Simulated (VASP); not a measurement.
Wanted: the native input for a VASP 6.6.1 run.

| Quantity | Value |
| --- | --- |
| Task | single point |
| Functional | PBE |
| Dispersion | D3(BJ) |
| Potentials or basis | VASP PAW PBE potentials, release 64 (Hf_pv, H) |
| Cutoff | 520 eV |
| k mesh | 6 × 6 × 1 |
| Occupations | gaussian, width 0.1 eV |
| Spin | no spin polarisation |
| Dipole correction | yes |
| Further INCAR settings | ALGO = Normal; EDIFF = 1e-06; NBANDS = 34 |

The structure of Hf5H lies in POSCAR:

```
Hf5H
1.0
    4.9564149667      0.0000000000      0.0000000000
   -2.4782074834      4.2923812729      0.0000000000
    0.0000000000      0.0000000000     21.1328376004
Hf H
5 1
Direct
    0.6666666667      0.3333333333      0.1892788879
    0.3333333333      0.6666666667      0.2371533849
    0.0000000000      0.0000000000      0.2763383880
    0.6666666667      0.3333333333      0.3164267596
    0.3333333333      0.6666666667      0.3706476976
    1.2222222222      0.8888888889      0.5268027802
```

The input as run:

INCAR

```
SYSTEM = Hf5H
  PREC = Accurate
  ENCUT = 520
  EDIFF = 1E-6
  ISMEAR = 0
  SIGMA = 0.1
  LREAL = .False.
  LASPH = .True.
  NELM = 100
  ALGO = Normal
  ISIF = 2
  LWAVE = .False.
  LCHARG = .True.
  LDIPOL = .True.
  IDIPOL = 3
  DIPOL = 0.5 0.5 0.319
  GGA = PE
  IVDW = 12
  LELF = .True.
  LVHAR = .True.
  LVACPOTAV = .True.
  NBANDS = 34
```

KPOINTS

```
regular mesh
0
Gamma
  6 6 1
  0 0 0
```

Potentials or basis: VASP PAW PBE potentials, release 64 (Hf_pv, H).

Command:

```sh
$ cat potpaw_PBE.64/Hf_pv/POTCAR potpaw_PBE.64/H/POTCAR > POTCAR
$ mpirun -np 1 vasp_std > vasp.out
```

Results of the run:

- Largest force: 1.023 eV/Å
- Band gap on the k mesh: zero (an odd number of electrons rules out a gap without spin polarisation)
- Dispersion energy per atom: -0.200 eV

Caveat: spin-orbit coupling is left out, which moves the levels of the heavy elements.

It took 15 min on 1 thread of Intel(R) Xeon(R) Platinum 8259CL CPU @ 2.50GHz (Skylake/Cascade Lake), with other jobs on the host, peak memory 0.7 GiB.
